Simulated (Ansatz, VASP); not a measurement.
# Si3Sn in VASP and in Ansatz

```
CELL_PARAMETERS angstrom
-2.69355 2.69355 2.69355
2.69355 -2.69355 2.69355
2.69355 2.69355 -2.69355
ATOMIC_POSITIONS crystal
Si 0.00000 0.50000 0.50000
Si 0.50000 0.00000 0.50000
Si 0.50000 0.50000 0.00000
Sn 0.00000 0.00000 0.00000
```

Alike in both runs: functional PBE; k mesh 4 × 4 × 4; occupations gaussian, width 0.1 eV; no spin polarisation.

Ansatz relaxed the structure, and its values are those at the end. VASP's run is a single point on that final structure, the one shown.

|  | VASP | Ansatz |
| --- | --- | --- |
| version | VASP 6.6.1 | Ansatz 0.2.0 |
| potentials or method | VASP PAW PBE potentials, release 64 (Si, Sn_d), cutoff 520 eV | scalar-relativistic, plane waves, PAW |
| valence electrons in the cell | 26 | 26 |

```tsv
	VASP	Ansatz	Ansatz less VASP
gap on the k mesh at the Fermi level (eV)	none	none	-
pressure (GPa)	-0.1	-0.1	+0.07
```

A gap of «none» marks a metal or a gap that the smearing closes.

The k mesh is coarse, so the values compare programs but aren't converged.
